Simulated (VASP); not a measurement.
# Fe (I4/mmm) in VASP: notebook

Fe is run at these levels: PBE; tasks: single point.

Everything below comes from runs of VASP 6.6.1. Logs are shortened: lines on timing, memory, paths and dates and some standing lists are left out, and cuts for length are marked.

## (1) The cell of the first run

Symmetry: I4/mmm, No. 139, tetragonal system. Conventional cell: a = 3.002 Å, b = 3.002 Å, c = 2.586 Å, α = 90.00°, β = 90.00°, γ = 90.00°. Within 3.3 Å of Fe (site symmetry 4/mmm) lie 14 Fe at 2.49 to 3.00 Å.

## (2) Single point, PBE, collinear spin, ferromagnetic start (volume 11.654 Å^3 an atom, c/a of the conventional cell 0.8612)

INCAR reads:

```
SYSTEM = Fe
  ALGO = Normal
  EDIFF = 1E-7
  ENCUT = 520
  GGA = PE
  ISIF = 2
  ISMEAR = 0
  ISPIN = 2
  LASPH = .TRUE.
  LCHARG = .FALSE.
  LMAXMIX = 4
  LORBIT = 11
  LREAL = .FALSE.
  LWAVE = .FALSE.
  MAGMOM = 2.44
  NBANDS = 14
  NELM = 150
  PREC = Accurate
  SIGMA = 0.15
```

KPOINTS reads:

```
k-points
0
G
  12 12 12
  0 0 0
```

POSCAR reads:

```
Fe
1.0
   -1.5011946238      1.5011946238      1.2928288101
    1.5011946238     -1.5011946238      1.2928288101
    1.5011946238      1.5011946238     -1.2928288101
Fe
1
Direct
    0.0000000000      0.0000000000      0.0000000000
```

Potentials or basis: VASP PAW PBE potentials, release 64 (Fe).

The run is started by

```console
$ cat potpaw_PBE.64/Fe/POTCAR > POTCAR
$ mpirun -np 1 vasp_std > vasp.out
```

OUTCAR:

```text
SYSTEM = Fe
   EDIFF = 1E-7
   ENCUT = 520
   GGA = PE
   ISIF = 2
   ISMEAR = 0
   ISPIN = 2
   LASPH = .TRUE.
   LORBIT = 11
   LREAL = .FALSE.
   NELM = 150
   PREC = Accurate

 ion  position               nearest neighbor table
   1  0.000  0.000  0.000-

  LATTYP: Found a body centered tetragonal cell.
 ALAT       =     3.0023892476
 C/A-ratio  =     0.8612000001

  Lattice vectors:

 A1 = (  -1.5011946238,   1.5011946238,   1.2928288101)
 A2 = (   1.5011946238,  -1.5011946238,   1.2928288101)
 A3 = (   1.5011946238,   1.5011946238,  -1.2928288101)

Analysis of symmetry for initial positions (statically):
=====================================================================
 Subroutine PRICEL returns:
 Original cell was already a primitive cell.

 Routine SETGRP: Setting up the symmetry group for a
 body centered tetragonal supercell.

 Subroutine GETGRP returns: Found 16 space group operations
 (whereof 16 operations were pure point group operations)
 out of a pool of 16 trial point group operations.

The static configuration has the point symmetry D_4h.

Analysis of symmetry for dynamics (positions and initial velocities):
=====================================================================
 Subroutine PRICEL returns:
 Original cell was already a primitive cell.

 Routine SETGRP: Setting up the symmetry group for a
 body centered tetragonal supercell.

 Subroutine GETGRP returns: Found 16 space group operations
 (whereof 16 operations were pure point group operations)
 out of a pool of 16 trial point group operations.

The dynamic configuration has the point symmetry D_4h.

Analysis of structural, dynamic, and magnetic symmetry:
=====================================================================
 Subroutine PRICEL returns:
 Original cell was already a primitive cell.

 Routine SETGRP: Setting up the symmetry group for a
 body centered tetragonal supercell.

 Subroutine GETGRP returns: Found 16 space group operations
 (whereof 16 operations were pure point group operations)
 out of a pool of 16 trial point group operations.

The overall configuration has the point symmetry D_4h.

 Subroutine INISYM returns: Found 16 space group operations
 (whereof 16 operations are pure point group operations),
 and found     1 'primitive' translations

----------------------------------------------------------------------------------------

                                     Primitive cell

  volume of cell :      11.6540

  direct lattice vectors                    reciprocal lattice vectors
    -1.501194624  1.501194624  1.292828810     0.000000000  0.333068073  0.386748807
[... 116 lines left out ...]
 Gauss-broadening in eV      SIGMA  =   0.15
  energy-cutoff  :      520.00
  volume of cell :       11.65
 maximum number of plane-waves:       325
   NGX =  9   NGY =  9   NGZ =  9

 number of electron       8.0000002 magnetization       2.3377336

 Free energy of the ion-electron system (eV)
  ---------------------------------------------------
  ext. energy  EPLUGINS =         0.00000000
  ---------------------------------------------------
  free energy    TOTEN  =        -8.17466772 eV

  energy without entropy =       -8.16276463  energy(sigma->0) =       -8.16871617

 E-fermi :   5.6265     XC(G=0): -12.9631

 val. band max:        5.6258886028   @ k =  -0.3333  -0.4167   0.2500
 cond. band min:       5.6324342712   @ k =  -0.0833   0.4167   0.0833
 fundamental gap:      0.0065456684
 Fermi energy:         5.6264805398

 spin component 1

 k-point     1 :       0.0000    0.0000    0.0000
  band No.  band energies     occupation
      1      -2.7315      1.00000
      2       2.8125      1.00000
      3       3.6428      1.00000
      4       3.6428      1.00000
      5       3.9341      1.00000
      6       4.7559      1.00000
      7      28.7792      0.00000
      8      28.7792      0.00000
      9      33.0863      0.00000
     10      34.1356      0.00000
     11      34.2101      0.00000
     12      36.9051      0.00000
     13      36.9051      0.00000
     14      36.9362      0.00000
[... 379 lines left out ...]
      3       3.0532      1.00000
      4       4.4339      1.00000
      5       4.5200      1.00000
      6       6.1571      0.00000
      7      18.7595      0.00000
      8      19.6383      0.00000
      9      26.0225      0.00000
     10      29.7955      0.00000
     11      37.4548      0.00000
     12      38.1605      0.00000
     13      42.0229      0.00000
     14      43.5746      0.00000

 [... further k-points ...]

 spin component 2

 k-point     1 :       0.0000    0.0000    0.0000
  band No.  band energies     occupation
      1      -2.5271      1.00000
      2       4.6727      1.00000
      3       5.8644      0.01246
      4       5.8644      0.01245
      5       6.4837      0.00000
      6       7.7962      0.00000
      7      28.6775      0.00000
      8      28.6775      0.00000
      9      32.9254      0.00000
     10      34.4908      0.00000
     11      34.8934      0.00000
     12      36.8712      0.00000
     13      37.8771      0.00000
     14      37.8772      0.00000
[... 379 lines left out ...]
      3       4.8522      1.00000
      4       6.9189      0.00000
      5       7.3590      0.00000
      6       8.2926      0.00000
      7      19.5393      0.00000
      8      20.3502      0.00000
      9      26.5429      0.00000
     10      30.1688      0.00000
     11      37.8810      0.00000
     12      38.2606      0.00000
     13      42.4187      0.00000
     14      44.3322      0.00000

 [... further k-points ...]
[... 5 lines left out ...]
  --------------------------------------------------------------------------------------
  -------------------------------------------------------------------------------------
  Total       -0.4994664     -0.4994664      0.8620153      0.0000000     -0.0000000      0.0000000
  in kB      -68.6660103    -68.6660103    118.5087898      0.0000000     -0.0000000      0.0000000
  external PRESSURE =      -6.2744103 kB  Pullay stress =       0.0000000 kB

 VOLUME and BASIS-vectors are now :
 -----------------------------------------------------------------------------
  energy-cutoff  :      520.00
  volume of cell :       11.65
      direct lattice vectors                 reciprocal lattice vectors
    -1.501194624  1.501194624  1.292828810     0.000000000  0.333068073  0.386748807
     1.501194624 -1.501194624  1.292828810     0.333068073  0.000000000  0.386748807
     1.501194624  1.501194624 -1.292828810     0.333068073  0.333068073  0.000000000

 POSITION                                       TOTAL-FORCE (eV/Angst)
 -----------------------------------------------------------------------------------
      0.00000      0.00000      0.00000         0.000000      0.000000     -0.000000
 -----------------------------------------------------------------------------------
    total drift:                                0.000000     -0.000000      0.000000

  FREE ENERGIE OF THE ION-ELECTRON SYSTEM (eV)
  ---------------------------------------------------
  free  energy   TOTEN  =        -8.1746677172 eV

  energy  without entropy=       -8.1627646289  energy(sigma->0) =       -8.16871617

 total charge

# of ion       s       p       d       tot
------------------------------------------
    1        0.482   0.520   6.224   7.225

 magnetization (x)

# of ion       s       p       d       tot
------------------------------------------
    1       -0.013  -0.048   2.396   2.334
```

stdout:

```text
POSCAR found type information on POSCAR Fe
 POSCAR found :  1 types and       1 ions
 scaLAPACK will be used
 LDA part: xc-table for (Slater+PW92), standard interpolation
 POSCAR, INCAR and KPOINTS ok, starting setup
 FFT: planning ... GRIDC
 FFT: planning ... GRID_SOFT
 FFT: planning ... GRID
 WAVECAR not read
 entering main loop
```

Wall time 51 s (1 thread of AMD EPYC 7R43 (Zen 3), shared host); peak memory 0.12 GiB.

Results:

* Free energy: -8.1747 eV
* Pressure: -0.6 GPa
* Net moment: 2.34 μB per cell
* Site moments: Fe +2.33 μB
* Valence electrons inside the program's atomic spheres: Fe 7.22

## (3) Single point, PBE, collinear spin, ferromagnetic start (volume 11.654 Å^3 an atom, c/a of the conventional cell 1.2513)

INCAR reads:

```
SYSTEM = Fe
ALGO     = Normal         ! electronic algorithm
EDIFF    = 1E-7           ! SCF threshold, eV
ENCUT    = 520            ! plane-wave cutoff, eV
GGA      = PE             ! functional
ISIF     = 2              ! what is computed and relaxed
ISMEAR   = 0              ! smearing method
ISPIN    = 2              ! spin polarisation
LASPH    = .TRUE.         ! aspherical terms in the spheres
LCHARG   = .FALSE.        ! write CHGCAR
LMAXMIX  = 4              ! l up to which the mixer works
LORBIT   = 11             ! projections on sites
LREAL    = .FALSE.        ! projectors in reciprocal space
LWAVE    = .FALSE.        ! write WAVECAR
MAGMOM   = 2.44           ! initial moments
NBANDS   = 14             ! bands
NELM     = 150            ! most SCF steps
PREC     = Accurate       ! precision mode
SIGMA    = 0.15           ! smearing width, eV
```

KPOINTS is that of step 2.

POSCAR reads:

```
Fe
1.0
   -1.3254128983      1.3254128983      1.6584891596
    1.3254128983     -1.3254128983      1.6584891596
    1.3254128983      1.3254128983     -1.6584891596
Fe
1
Direct
    0.0000000000      0.0000000000      0.0000000000
```

Potentials or basis: VASP PAW PBE potentials, release 64 (Fe).

The run is started by

```console
$ cat potpaw_PBE.64/Fe/POTCAR > POTCAR
$ mpirun -np 1 vasp_std > vasp.out
```

OUTCAR:

```text
SYSTEM = Fe
   EDIFF = 1E-7
   ENCUT = 520
   GGA = PE
   ISIF = 2
   ISMEAR = 0
   ISPIN = 2
   LASPH = .TRUE.
   LORBIT = 11
   LREAL = .FALSE.
   NELM = 150
   PREC = Accurate

 ion  position               nearest neighbor table
   1  0.000  0.000  0.000-

  LATTYP: Found a body centered tetragonal cell.
 ALAT       =     2.6508257966
 C/A-ratio  =     1.2513000000

  Lattice vectors:

 A1 = (  -1.3254128983,   1.3254128983,   1.6584891596)
 A2 = (   1.3254128983,  -1.3254128983,   1.6584891596)
 A3 = (   1.3254128983,   1.3254128983,  -1.6584891596)

Analysis of symmetry for initial positions (statically):
=====================================================================
 Subroutine PRICEL returns:
 Original cell was already a primitive cell.

 Routine SETGRP: Setting up the symmetry group for a
 body centered tetragonal supercell.

 Subroutine GETGRP returns: Found 16 space group operations
 (whereof 16 operations were pure point group operations)
 out of a pool of 16 trial point group operations.

The static configuration has the point symmetry D_4h.

Analysis of symmetry for dynamics (positions and initial velocities):
=====================================================================
 Subroutine PRICEL returns:
 Original cell was already a primitive cell.

 Routine SETGRP: Setting up the symmetry group for a
 body centered tetragonal supercell.

 Subroutine GETGRP returns: Found 16 space group operations
 (whereof 16 operations were pure point group operations)
 out of a pool of 16 trial point group operations.

The dynamic configuration has the point symmetry D_4h.

Analysis of structural, dynamic, and magnetic symmetry:
=====================================================================
 Subroutine PRICEL returns:
 Original cell was already a primitive cell.

 Routine SETGRP: Setting up the symmetry group for a
 body centered tetragonal supercell.

 Subroutine GETGRP returns: Found 16 space group operations
 (whereof 16 operations were pure point group operations)
[... 152 lines left out ...]
 fundamental gap:      0.0122915584
 Fermi energy:         5.6362069571

 spin component 1

 k-point     1 :       0.0000    0.0000    0.0000
  band No.  band energies     occupation
      1      -2.7383      1.00000
      2       3.2313      1.00000
      3       3.2313      1.00000
      4       3.7709      1.00000
      5       4.0444      1.00000
      6       4.6044      1.00000
      7      28.1130      0.00000
      8      31.5144      0.00000
      9      31.5144      0.00000
     10      33.5454      0.00000
     11      34.5740      0.00000
     12      35.5332      0.00000
     13      35.5332      0.00000
     14      36.9745      0.00000
[... 379 lines left out ...]
      3       3.0596      1.00000
      4       3.9621      1.00000
      5       5.1562      1.00000
      6       6.1483      0.00000
      7      16.3623      0.00000
      8      22.8361      0.00000
      9      25.6411      0.00000
     10      28.8490      0.00000
     11      35.7219      0.00000
     12      38.5031      0.00000
     13      40.1307      0.00000
     14      44.2999      0.00000

 [... further k-points ...]

 spin component 2

 k-point     1 :       0.0000    0.0000    0.0000
  band No.  band energies     occupation
      1      -2.5311      1.00000
      2       5.1846      0.99999
      3       5.1846      0.99999
      4       6.2621      0.00000
      5       6.4974      0.00000
      6       7.6091      0.00000
      7      27.7956      0.00000
      8      31.5916      0.00000
      9      31.5916      0.00000
     10      34.3588      0.00000
     11      35.2027      0.00000
     12      36.1749      0.00000
     13      36.1749      0.00000
     14      36.5918      0.00000
[... 379 lines left out ...]
      3       4.9405      1.00000
      4       6.4947      0.00000
      5       7.9045      0.00000
      6       8.1750      0.00000
      7      17.2760      0.00000
      8      23.3432      0.00000
      9      26.3051      0.00000
     10      29.1924      0.00000
     11      36.0650      0.00000
     12      39.0613      0.00000
     13      40.5109      0.00000
     14      44.6386      0.00000

 [... further k-points ...]
[... 5 lines left out ...]
  --------------------------------------------------------------------------------------
  -------------------------------------------------------------------------------------
  Total        0.3263715      0.3263715     -0.7603471      0.0000000      0.0000000      0.0000000
  in kB       44.8691390     44.8691390   -104.5315663      0.0000000      0.0000000      0.0000000
  external PRESSURE =      -4.9310961 kB  Pullay stress =       0.0000000 kB

 VOLUME and BASIS-vectors are now :
 -----------------------------------------------------------------------------
  energy-cutoff  :      520.00
  volume of cell :       11.65
      direct lattice vectors                 reciprocal lattice vectors
    -1.325412898  1.325412898  1.658489160     0.000000000  0.377240934  0.301479209
     1.325412898 -1.325412898  1.658489160     0.377240934  0.000000000  0.301479209
     1.325412898  1.325412898 -1.658489160     0.377240934  0.377240934  0.000000000

 POSITION                                       TOTAL-FORCE (eV/Angst)
 -----------------------------------------------------------------------------------
      0.00000      0.00000      0.00000        -0.000000      0.000000     -0.000000
 -----------------------------------------------------------------------------------
    total drift:                                0.000000     -0.000000      0.000000

  FREE ENERGIE OF THE ION-ELECTRON SYSTEM (eV)
  ---------------------------------------------------
  free  energy   TOTEN  =        -8.1461581258 eV

  energy  without entropy=       -8.1333480862  energy(sigma->0) =       -8.13975311

 total charge

# of ion       s       p       d       tot
------------------------------------------
    1        0.481   0.519   6.219   7.219

 magnetization (x)

# of ion       s       p       d       tot
------------------------------------------
    1       -0.015  -0.050   2.393   2.328
```

OSZICAR:

```text
N       E                     dE             d eps       ncg     rms          rms(c)
DAV:   1     0.214597870831E+02    0.21460E+02   -0.38064E+03  9970   0.683E+02
DAV:   2    -0.828366844607E+01   -0.29743E+02   -0.27440E+02  9950   0.127E+02
DAV:   3    -0.919696574440E+01   -0.91330E+00   -0.90091E+00 11000   0.230E+01
DAV:   4    -0.920001928884E+01   -0.30535E-02   -0.30532E-02 10712   0.122E+00
DAV:   5    -0.920003384607E+01   -0.14557E-04   -0.14557E-04 11168   0.864E-02    0.111E+01
DAV:   6    -0.822124075531E+01    0.97879E+00   -0.12087E+01 11480   0.392E+01    0.634E+00
DAV:   7    -0.813965780917E+01    0.81583E-01   -0.97879E-01 11210   0.105E+01    0.316E+00
DAV:   8    -0.814793308382E+01   -0.82753E-02   -0.20556E-02 11310   0.919E-01    0.172E+00
DAV:   9    -0.814493417280E+01    0.29989E-02   -0.36696E-02 12072   0.134E+00    0.661E-01
DAV:  10    -0.814537652129E+01   -0.44235E-03   -0.49322E-04 10744   0.193E-01    0.464E-01
DAV:  11    -0.814611365517E+01   -0.73713E-03   -0.18636E-03 11192   0.337E-01    0.626E-02
DAV:  12    -0.814615763148E+01   -0.43976E-04   -0.84377E-05 10564   0.617E-02    0.134E-02
DAV:  13    -0.814615814107E+01   -0.50959E-06   -0.13155E-06 11700   0.880E-03    0.138E-02
DAV:  14    -0.814615812575E+01    0.15318E-07   -0.70924E-07  9210   0.630E-03
   1 F= -.81461581E+01 E0= -.81397531E+01  d E =-.128100E-01  mag=     2.3332
```

Run time: 60 s. Hardware: 1 thread of AMD EPYC 7R43 (Zen 3), shared host; peak memory 0.13 GiB.

Results:

```yaml
Free_energy: -8.1462 eV
Pressure: -0.5 GPa
Net_moment: 2.33 μB per cell
Site_moments: Fe +2.33 μB
Valence_electrons_inside_the_program's_atomic_spheres: Fe 7.22
```

Stress tensor (GPa, compression positive):
```
  4.49   0.00   0.00
  0.00   4.49   0.00
  0.00   0.00 -10.45
```

Levels at points of the mesh, in eV from the Fermi level:
Spin up:
```
           k point  band 3  band 4  band 5  band 6  band 7  band 8
(0.00, 0.00, 0.00)   -2.40   -1.87   -1.59   -1.03   22.48   25.88
(0.50, 0.00, 0.00)   -2.06   -0.56   -0.01    0.05    6.53   19.99
(0.50, 0.50, 0.00)   -0.55   -0.41    0.29    1.81    8.72   15.44
(0.50, 0.50, 0.50)   -0.31    0.11    0.11    4.76   11.76   12.71
```
Spin down:
| k point | band 1 | band 2 | band 3 | band 4 | band 5 | band 6 | band 7 | band 8 |
| --- | --- | --- | --- | --- | --- | --- | --- | --- |
| (0.00, 0.00, 0.00) | -8.17 | -0.45 | -0.45 | 0.63 | 0.86 | 1.97 | 22.16 | 25.96 |
| (0.50, 0.00, 0.00) | -3.54 | -0.72 | 0.17 | 0.52 | 2.20 | 2.43 | 8.01 | 19.85 |
| (0.50, 0.50, 0.00) | -3.39 | -2.46 | 2.00 | 2.33 | 2.40 | 2.58 | 10.15 | 15.80 |
| (0.50, 0.50, 0.50) | -3.13 | -2.60 | 2.32 | 2.38 | 2.38 | 5.01 | 13.06 | 13.06 |

(Part 1 of 2 ends here.)
